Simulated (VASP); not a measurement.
Li3ClO, 5 atoms in the cell. It takes space group Cmmm (No. 65, orthorhombic). Conventional cell: a = 5.513 Å, b = 5.541 Å, c = 3.908 Å, α = 90.00°, β = 90.00°, γ = 90.00°. Li (site symmetry mmm) has 2 O at 1.95 Å within 2.6 Å. Within 2.6 Å of Li (site symmetry 2/m) lie 2 O at 1.95 Å. Within 3.6 Å of Cl (site symmetry mmm) lie 12 Li at 2.76 to 2.77 Å and 8 O at 3.38 to 3.39 Å. Within 2.6 Å of O (site symmetry mmm) lie 6 Li at 1.95 Å.  This cell differs from its parent crystal: strain +0.0050 x Voigt [0, 0, 0, 1, 0, 0].

```yaml
Program: VASP 6.6.1
Task: single point
Functional: PBEsol
Potentials_or_basis: VASP PAW PBE potentials, release 64 (Li_sv, Cl, O)
Cutoff: 520 eV
k_mesh: 6 × 6 × 6
Occupations: gaussian, width 0.05 eV
Spin: no spin polarisation
Dipole_correction: no
Further_INCAR_settings: ALGO = Normal; EDIFF = 1e-06; NBANDS = 19
```

Potentials or basis: VASP PAW PBE potentials, release 64 (Li_sv, Cl, O).

Launch:

```sh
$ cat potpaw_PBE.64/Li_sv/POTCAR potpaw_PBE.64/Cl/POTCAR potpaw_PBE.64/O/POTCAR > POTCAR
$ mpirun -np 1 vasp_std > vasp.out
```

Hardware: 1 thread of Intel(R) Xeon(R) Platinum 8488C (Sapphire Rapids) (shared host).

Q: Estimate the wall time of this run.

A: It took 58 s on 1 thread of Intel(R) Xeon(R) Platinum 8488C (Sapphire Rapids), on a shared host, peak memory 0.19 GiB. Counts: scf iterations 14, k points 52.
